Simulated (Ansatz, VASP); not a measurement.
AlGaN2: VASP beside Ansatz

```xyz
4
Lattice="3.0938 0.0000 0.0000 0.0000 3.0938 0.0000 0.0000 0.0000 4.4238" Properties=species:S:1:pos:R:3 pbc="T T T"
Al    1.5469    1.5469    2.2119
Ga    0.0000    0.0000    0.0000
N     1.5469    0.0000    3.2660
N     0.0000    1.5469    1.1579
```

Change from the starting cell: strain -0.0150 x Voigt [1, 1, 0, 0, 0, 0], atoms carried along.

Alike in both runs: task single point; functional LDA; k mesh 8 × 8 × 6; occupations gaussian, width 0.05 eV; no spin polarisation.

|  | VASP | Ansatz |
| --- | --- | --- |
| version | VASP 6.6.1 | Ansatz 0.2.0 |
| potentials or method | VASP PAW LDA potentials, release 64 (Al, Ga_d, N), cutoff 520 eV | scalar-relativistic, plane waves, PAW |
| valence electrons in the cell | 26 | 26 |

|  | VASP | Ansatz | Ansatz less VASP |
| --- | --- | --- | --- |
| gap on the k mesh at the Fermi level (eV) | 3.07 | 3.06 | -0.011 |
| least direct gap on the mesh (eV) | 3.07 | 3.06 | -0.011 |
| pressure (GPa) | 1.9 | 1.0 | -0.90 |
| traceless stress, the component that is largest in VASP (GPa) | -1.55 | -1.57 | -0.025 |
| rms of the force components (eV/Å) | 0.083 | 0.095 | +0.0114 |

LDA's correlation is that of Perdew and Zunger in VASP and of Perdew and Wang (1992) in Ansatz. Atom by atom the forces differ by 0.011 eV/Å (rms over components).
